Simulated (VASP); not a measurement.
# BAs in VASP: further runs, part 2 of 2

VASP 6.6.1.

## Step 3: Relaxation of the atoms, PBE (z stretched by +2 %)

Contents of INCAR:

```
SYSTEM = BAs
PREC = Accurate
ENCUT = 520
EDIFF = 1E-6
ISMEAR = -1
SIGMA = 0.02
LREAL = .False.
LASPH = .True.
NELM = 60
ALGO = Normal
ISIF = 2
LWAVE = .False.
LCHARG = .False.
GGA = PE
IBRION = 2
NSW = 80
EDIFFG = -0.02
```

Contents of KPOINTS:

```
regular mesh
0
Gamma
  16 16 16
  0 0 0
```

Contents of POSCAR:

```
BAs
1.0
    0.0000000000      2.3885000000      2.4362700000
    2.3885000000      0.0000000000      2.4362700000
    2.3885000000      2.3885000000      0.0000000000
B As
1 1
Direct
    0.0000000000      0.0000000000      0.0000000000
    0.2500000000      0.2500000000      0.2500000000
```

Potentials or basis: VASP PAW PBE potentials, release 64 (B, As).

Launch:

```sh
cat potpaw_PBE.64/B/POTCAR potpaw_PBE.64/As/POTCAR > POTCAR
mpirun -np 1 vasp_std > vasp.out
```

OUTCAR:

```text
SYSTEM = BAs
   PREC = Accurate
   ENCUT = 520
   EDIFF = 1E-6
   ISMEAR = -1
   LREAL = .False.
   LASPH = .True.
   NELM = 60
   ISIF = 2
   GGA = PE
   IBRION = 2
   NSW = 80
   EDIFFG = -0.02

 ion  position               nearest neighbor table
   1  0.000  0.000  0.000-   2 2.08   2 2.08   2 2.08   2 2.08
   2  0.250  0.250  0.250-   1 2.08   1 2.08   1 2.08   1 2.08

  LATTYP: Found a body centered tetragonal cell.
 ALAT       =     3.3778490937
 C/A-ratio  =     1.4424978336

  Lattice vectors:

 A1 = (  -2.3885000000,   0.0000000000,   2.4362700000)
 A2 = (   2.3885000000,   0.0000000000,   2.4362700000)
 A3 = (   0.0000000000,   2.3885000000,  -2.4362700000)

Analysis of symmetry for initial positions (statically):
=====================================================================
 Subroutine PRICEL returns:
 Original cell was already a primitive cell.

 Routine SETGRP: Setting up the symmetry group for a
 body centered tetragonal supercell.

 Subroutine GETGRP returns: Found  8 space group operations
 (whereof  8 operations were pure point group operations)
 out of a pool of 16 trial point group operations.

The static configuration has the point symmetry D_2d.

Analysis of symmetry for dynamics (positions and initial velocities):
=====================================================================
 Subroutine PRICEL returns:
 Original cell was already a primitive cell.

 Routine SETGRP: Setting up the symmetry group for a
 body centered tetragonal supercell.

 Subroutine GETGRP returns: Found  8 space group operations
 (whereof  8 operations were pure point group operations)
 out of a pool of 16 trial point group operations.

The dynamic configuration has the point symmetry D_2d.

 Subroutine INISYM returns: Found  8 space group operations
 (whereof  8 operations are pure point group operations),
 and found     1 'primitive' translations

[... 110 lines left out ...]
   EFERMI_NEDOS =   21; number of points for ismear=-14 and -15
   IALGO  =     38    algorithm
   IMIX   =      4    mixing-type and parameters
     AMIX     =   0.40;   BMIX     =  1.00
     AMIX_MAG =   1.60;   BMIX_MAG =  1.00
  volume/ion in A,a.u.               =      13.90        93.79
  Fermi-wavevector in a.u.,A,eV,Ry     =   1.080860  2.042530 15.895126  1.168259
  Thomas-Fermi vector in A             =   2.216862
   LORBIT       =      0    0 simple, 1 ext, 2 COOP (PROOUT), +10 PAW based schemes
   GGA     = PE    functional components
   LHFCALC =     F    Hartree Fock is set to
   AEXX    =    0.0000 exact exchange contribution
   IVDW    =     0    specifies the selected vdW correction
   LEPSILON=     F    determine dielectric tensor
   LRPA    =     F    only Hartree local field effects (RPA)
 conjugate gradient relaxation of ions
 non-spin polarized calculation
  energy-cutoff  :      520.00
  volume of cell :       27.80
 maximum number of plane-waves:       764
 NGX is ok and might be reduce to    28
   NGX = 13   NGY = 13   NGZ = 13

 number of electron       8.0000000 magnetization

 Free energy of the ion-electron system (eV)
  ---------------------------------------------------
  ext. energy  EPLUGINS =         0.00000000
  ---------------------------------------------------
  free energy    TOTEN  =       -11.40909049 eV

  energy without entropy =      -11.40909049  energy(sigma->0) =      -11.40909049

 E-fermi :   6.3842     XC(G=0): -10.4992

 val. band max:        5.9742921792   @ k =   0.0000   0.0000   0.0000
 cond. band min:       7.0349112894   @ k =   0.3750   0.0000   0.3750
 fundamental gap:      1.0606191103
 Fermi energy:         6.3841681843

 k-point     1 :       0.0000    0.0000    0.0000
  band No.  band energies     occupation
      1      -9.3121      2.00000
      2       5.7803      2.00000
      3       5.9743      2.00000
      4       5.9743      2.00000
      5       9.1217      0.00000
      6       9.1217      0.00000
      7       9.2486      0.00000
      8      10.3409      0.00000
[... 243 lines left out ...]
 k-point    24 :      -0.0625    0.0625    0.0000
  band No.  band energies     occupation
      1      -9.1420      2.00000
      2       4.7048      2.00000
      3       5.0754      2.00000
      4       5.8718      2.00000
      5       9.3049      0.00000
      6       9.3208      0.00000
      7       9.8123      0.00000
      8      11.2688      0.00000

 [... further k-points ...]
[... 5 lines left out ...]
  --------------------------------------------------------------------------------------
  -------------------------------------------------------------------------------------
  Total        0.3513761      0.3513761     -0.3652354      0.0000000      0.0000000     -0.0000000
  in kB       20.2524212     20.2524212    -21.0512346      0.0000000      0.0000000     -0.0000000
  external PRESSURE =       6.4845360 kB  Pullay stress =       0.0000000 kB

 VOLUME and BASIS-vectors are now :
 -----------------------------------------------------------------------------
  energy-cutoff  :      520.00
  volume of cell :       27.80
      direct lattice vectors                 reciprocal lattice vectors
     0.000000000  2.388500000  2.436270000    -0.209336404  0.209336404  0.205231768
     2.388500000  0.000000000  2.436270000     0.209336404 -0.209336404  0.205231768
     2.388500000  2.388500000  0.000000000     0.209336404  0.209336404 -0.205231768

 POSITION                                       TOTAL-FORCE (eV/Angst)
 -----------------------------------------------------------------------------------
      0.00000      0.00000      0.00000        -0.000000     -0.000000      0.000000
      1.19425      1.19425      1.21813         0.000000      0.000000     -0.000000
 -----------------------------------------------------------------------------------
    total drift:                               -0.000000     -0.000000     -0.000000

  FREE ENERGIE OF THE ION-ELECTRON SYSTEM (eV)
  ---------------------------------------------------
  free  energy   TOTEN  =       -11.4090904914 eV

  energy  without entropy=      -11.4090904914  energy(sigma->0) =      -11.40909049

 reached required accuracy - stopping structural energy minimisation
```

It took 84 s on 1 thread of Intel Xeon Platinum 8375C at 2.90GHz (Ice Lake), shared host; peak memory 0.23 GiB.

What came out:

* Free energy: -11.4091 eV
* Pressure after relaxing: 0.6 GPa
* Band gap on the k mesh: 1.06 eV (least direct gap 3.15 eV)

Final structure:
```cif
data_structure
_symmetry_space_group_name_H-M 'P 1'
_symmetry_Int_Tables_number 1
_cell_length_a 3.4118
_cell_length_b 3.4118
_cell_length_c 3.3778
_cell_angle_alpha 60.329
_cell_angle_beta 60.329
_cell_angle_gamma 59.343
_cell_volume 27.80
loop_
_atom_site_label
_atom_site_type_symbol
_atom_site_fract_x
_atom_site_fract_y
_atom_site_fract_z
_atom_site_occupancy
B1 B 0.00000 0.00000 0.00000 1
As1 As 0.25000 0.25000 0.25000 1
```

Levels at points of the mesh, in eV from the valence-band top:
| k point | band 1 | band 2 | band 3 | band 4 | band 5 | band 6 | band 7 | band 8 |
| --- | --- | --- | --- | --- | --- | --- | --- | --- |
| (0.00, 0.00, 0.00) | -15.29 | -0.19 | 0.00 | 0.00 | 3.15 | 3.15 | 3.27 | 4.37 |
| (0.50, 0.00, 0.00) | -12.49 | -8.71 | -1.97 | -1.74 | 2.49 | 4.64 | 4.77 | 8.76 |
| (0.50, 0.50, 0.00) | -11.30 | -8.59 | -3.94 | -3.94 | 1.54 | 1.56 | 11.10 | 11.10 |
| (0.50, 0.00, 0.50) | -11.15 | -8.43 | -4.14 | -4.11 | 1.31 | 1.31 | 10.97 | 11.24 |

Caveat: the cell differs from its parent crystal (z stretched by +2 %); the relaxation stopped at its first step, so nothing moved.

## Step 4: Relaxation of the atoms, PBE (z stretched by +1 %)

Contents of INCAR:

```
SYSTEM = BAs
  PREC = Accurate
  ENCUT = 520
  EDIFF = 1E-7
  ISMEAR = -1
  SIGMA = 0.02
  LREAL = .FALSE.
  LASPH = .TRUE.
  NELM = 80
  ALGO = Normal
  ISIF = 2
  LWAVE = .FALSE.
  LCHARG = .FALSE.
  GGA = PE
  IBRION = 2
  NSW = 80
  EDIFFG = -0.02
```

Contents of KPOINTS:

```
Automatic mesh
0
G
  16 16 16
  0 0 0
```

Contents of POSCAR:

```
BAs
1.0
    0.0000000000      2.3885000000      2.4123850000
    2.3885000000      0.0000000000      2.4123850000
    2.3885000000      2.3885000000      0.0000000000
B As
1 1
Direct
    0.0000000000      0.0000000000      0.0000000000
    0.2500000000      0.2500000000      0.2500000000
```

Potentials or basis: VASP PAW PBE potentials, release 64 (B, As).

Launch:

```sh
cat potpaw_PBE.64/B/POTCAR potpaw_PBE.64/As/POTCAR > POTCAR
mpirun -np 1 vasp_std > vasp.out
```

OUTCAR:

```text
SYSTEM = BAs
   PREC = Accurate
   ENCUT = 520
   EDIFF = 1E-7
   ISMEAR = -1
   LREAL = .FALSE.
   LASPH = .TRUE.
   NELM = 80
   ISIF = 2
   GGA = PE
   IBRION = 2
   NSW = 80
   EDIFFG = -0.02

 ion  position               nearest neighbor table
   1  0.000  0.000  0.000-   2 2.08   2 2.08   2 2.08   2 2.08
   2  0.250  0.250  0.250-   1 2.08   1 2.08   1 2.08   1 2.08

  LATTYP: Found a body centered tetragonal cell.
 ALAT       =     3.3778490937
 C/A-ratio  =     1.4283556980

  Lattice vectors:
[... 445 lines left out ...]
      4       5.9416      2.00000
      5       9.4435      0.00000
      6       9.4767      0.00000
      7       9.9235      0.00000
      8      11.4683      0.00000

 [... further k-points ...]
[... 5 lines left out ...]
  --------------------------------------------------------------------------------------
  -------------------------------------------------------------------------------------
  Total        0.4631554      0.4631554      0.1085029      0.0000000      0.0000000     -0.0000000
  in kB       26.9593985     26.9593985      6.3157499      0.0000000      0.0000000     -0.0000000
  external PRESSURE =      20.0781823 kB  Pullay stress =       0.0000000 kB

 VOLUME and BASIS-vectors are now :
 -----------------------------------------------------------------------------
  energy-cutoff  :      520.00
  volume of cell :       27.52
      direct lattice vectors                 reciprocal lattice vectors
     0.000000000  2.388500000  2.412385000    -0.209336404  0.209336404  0.207263766
     2.388500000  0.000000000  2.412385000     0.209336404 -0.209336404  0.207263766
     2.388500000  2.388500000  0.000000000     0.209336404  0.209336404 -0.207263766

 POSITION                                       TOTAL-FORCE (eV/Angst)
 -----------------------------------------------------------------------------------
      0.00000      0.00000      0.00000        -0.000000     -0.000000     -0.000000
      1.19425      1.19425      1.20619         0.000000      0.000000      0.000000
 -----------------------------------------------------------------------------------
    total drift:                               -0.000000     -0.000000     -0.000000

  FREE ENERGIE OF THE ION-ELECTRON SYSTEM (eV)
  ---------------------------------------------------
  free  energy   TOTEN  =       -11.4102965699 eV

  energy  without entropy=      -11.4102965698  energy(sigma->0) =      -11.41029657

 reached required accuracy - stopping structural energy minimisation
```

OSZICAR:

```text
N       E                     dE             d eps       ncg     rms          rms(c)
DAV:   1     0.135401061584E+02    0.13540E+02   -0.38965E+03  5592   0.882E+02
DAV:   2    -0.116795762557E+02   -0.25220E+02   -0.24355E+02  8408   0.107E+02
DAV:   3    -0.120295529375E+02   -0.34998E+00   -0.34998E+00  6352   0.170E+01
DAV:   4    -0.120301203048E+02   -0.56737E-03   -0.56737E-03  8664   0.722E-01
DAV:   5    -0.120301206552E+02   -0.35044E-06   -0.35061E-06  6288   0.954E-03    0.486E+00
DAV:   6    -0.114740559504E+02    0.55606E+00   -0.18062E+00  5792   0.692E+00    0.241E+00
DAV:   7    -0.114166504863E+02    0.57405E-01   -0.19876E-01  8032   0.270E+00    0.948E-01
DAV:   8    -0.114097800350E+02    0.68705E-02   -0.21490E-02  5992   0.103E+00    0.115E-01
DAV:   9    -0.114101077972E+02   -0.32776E-03   -0.59580E-04  7328   0.198E-01    0.649E-02
DAV:  10    -0.114102914808E+02   -0.18368E-03   -0.29392E-04  6696   0.126E-01    0.162E-02
DAV:  11    -0.114102969072E+02   -0.54264E-05   -0.11010E-05  8472   0.261E-02    0.135E-02
DAV:  12    -0.114102965571E+02    0.35010E-06   -0.24520E-06  5968   0.111E-02    0.228E-03
DAV:  13    -0.114102965699E+02   -0.12755E-07   -0.74062E-08  5048   0.221E-03
   1 F= -.11410297E+02 E0= -.11410297E+02  d E =-.114103E+02
```

It took 1.8 min on 1 thread of Intel Xeon Platinum 8259CL at 2.50GHz (Skylake/Cascade Lake), shared host; peak memory 0.23 GiB.

Results:

```yaml
Free_energy: -11.4103 eV
Pressure_after_relaxing: 2.0 GPa
Band_gap_on_the_k_mesh: 1.12 eV (least direct gap 3.21 eV)
```

Final structure:
```
B As
1.0
     0.00000    2.38850    2.41239
     2.38850    0.00000    2.41239
     2.38850    2.38850    0.00000
B As
1 1
Cartesian
  0.0000 0.0000 0.0000
  1.1943 1.1943 1.2062
```

Caveat: the cell differs from its parent crystal (z stretched by +1 %); the relaxation stopped at its first step, so nothing moved.

## Step 5: Summary

```csv
cell,gap on the mesh (eV),pressure (GPa)
"atoms relaxed from a = 3.355 Å, angles 60.0°, 2 atoms",1.17,6.5
"atoms relaxed from a = 3.412, b = 3.412, c = 3.378 Å, angles 60.3, 60.3, 59.3°, 2 atoms",1.06,0.6
"atoms relaxed from a = 3.395, b = 3.395, c = 3.378 Å, angles 60.2, 60.2, 59.7°, 2 atoms",1.12,2.0
```

Alike in all rows: task relaxation of the atoms; level PBE; potentials or basis VASP PAW PBE potentials, release 64 (B, As); no spin polarisation; k mesh 16 × 16 × 16; cutoff (eV) 520; smearing fermi-dirac 0.02 eV.

Caveats: the relaxation stopped at its first step, so nothing moved.

Absolute energies hang on the potentials; compare differences alone.
